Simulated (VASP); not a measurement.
**Ni: single point with PBE**

Crystal: Ni.

```
Ni
1.0
     0.00000    2.51565    2.51565
     2.51565    0.00000    2.51565
     2.51565    2.51565    0.00000
Ni
2
Direct
  0.12500 0.12500 0.12500
  0.87500 0.87500 0.87500
```

This cell differs from its parent crystal: volume scaled by 0.96.

```json
{"Program": "VASP 6.6.1", "Task": "single point", "Functional": "PBE", "Potentials or basis": "VASP PAW PBE potentials, release 64 (Ni)", "Cutoff": "520 eV", "k mesh": "17 × 17 × 17", "Occupations": "fermi-dirac, width 0.05 eV", "Spin": "collinear spin, ferromagnetic start", "Starting moments": "[0.839, 0.839] μB", "Dipole correction": "no", "Further INCAR settings": "ALGO = Normal; EDIFF = 1e-07; NBANDS = 21"}
```

The pressure is 4.0 GPa, the net moment is 1.58 μB per cell and the site moments are Ni +0.79 μB. The valence electrons inside the program's atomic spheres are Ni 9.27.

Levels at points of the mesh, in eV from the Fermi level:
Spin up:
| k point | band 9 | band 10 | band 11 | band 12 | band 13 | band 14 |
| --- | --- | --- | --- | --- | --- | --- |
| (0.00, 0.00, 0.00) | -1.77 | -0.77 | -0.77 | 11.97 | 11.97 | 11.97 |
Spin down:
```tsv
k point	band 6	band 7	band 8	band 9	band 10	band 11	band 12	band 13
(0.00, 0.00, 0.00)	-2.51	-0.94	-0.94	-0.94	0.13	0.13	12.14	12.14
```

Wall time 3.7 min on 1 thread of Intel Xeon 6975P-C, on a shared host, peak memory 0.28 GiB.
